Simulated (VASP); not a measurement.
Set up this calculation in VASP 6.6.1, as the native input.

| Item | Value |
| --- | --- |
| Task | single point |
| Functional | r2SCAN |
| Potentials or basis | VASP PAW PBE potentials, release 64 (Ga_d, Sb) |
| Cutoff | 520 eV |
| k mesh | 6 × 6 × 6 |
| Occupations | fermi-dirac, width 0.02 eV |
| Spin | no spin polarisation |
| Dipole correction | no |
| Further INCAR settings | ALGO = Normal; EDIFF = 1e-06; NBANDS = 16 |

The system is GaSb.

```
Ga Sb
1.0
     0.00000    3.06588    3.06588
     3.06588    0.00000    3.06588
     3.06588    3.06588    0.00000
Ga Sb
1 1
Direct
  0.00000 0.00000 0.00000
  0.25000 0.25000 0.25000
```

One way to write it, as run:

POSCAR

```
GaSb
1.0
    0.0000000000      3.0658787986      3.0658787986
    3.0658787986      0.0000000000      3.0658787986
    3.0658787986      3.0658787986      0.0000000000
Ga Sb
1 1
Direct
    0.0000000000      0.0000000000      0.0000000000
    0.2500000000      0.2500000000      0.2500000000
```

INCAR.step1

```
PREC     = Accurate       # precision mode
ENCUT    = 520            # plane-wave cutoff, eV
ISMEAR   = -1             # smearing method
SIGMA    = 0.02           # smearing width, eV
LREAL    = F              # projectors in reciprocal space
LASPH    = T              # aspherical terms in the spheres
NELM     = 80             # most SCF steps
NBANDS   = 16             # bands
GGA      = PE             # functional
ALGO     = Normal         # electronic algorithm
EDIFF    = 1E-4           # SCF threshold, eV
LWAVE    = T              # write WAVECAR
LCHARG   = F              # write CHGCAR
```

INCAR.step2

```
PREC     = Accurate       # precision mode
ENCUT    = 520            # plane-wave cutoff, eV
EDIFF    = 1E-6           # SCF threshold, eV
ISMEAR   = -1             # smearing method
SIGMA    = 0.02           # smearing width, eV
LREAL    = F              # projectors in reciprocal space
LASPH    = T              # aspherical terms in the spheres
NELM     = 80             # most SCF steps
ALGO     = Normal         # electronic algorithm
ISIF     = 2              # what is computed and relaxed
LWAVE    = F              # write WAVECAR
LCHARG   = F              # write CHGCAR
METAGGA  = R2SCAN         # meta-GGA
LMIXTAU  = T            
NBANDS   = 16             # bands
ISTART   = 1
```

KPOINTS

```
Automatic mesh
0
Gamma
  6 6 6
```

Potentials or basis: VASP PAW PBE potentials, release 64 (Ga_d, Sb).

Command:

```console
$ cat potpaw_PBE.64/Ga_d/POTCAR potpaw_PBE.64/Sb/POTCAR > POTCAR
$ cp INCAR.step1 INCAR
$ mpirun -np 1 vasp_std > vasp.out
$ cp INCAR.step2 INCAR
$ mpirun -np 1 vasp_std > vasp.out
```

Results of the run:

- Pressure: 0.1 GPa
- Band gap on the k mesh: 0.40 eV, direct

Caveat: the PAW data sets were made with another functional, which shifts forces and pressure a little; spin-orbit coupling is left out, which moves the levels of the heavy elements.

Run time: 29 s on 1 thread of Intel(R) Xeon(R) Platinum 8375C CPU @ 2.90GHz (Ice Lake), with other jobs on the host, peak memory 0.19 GiB.
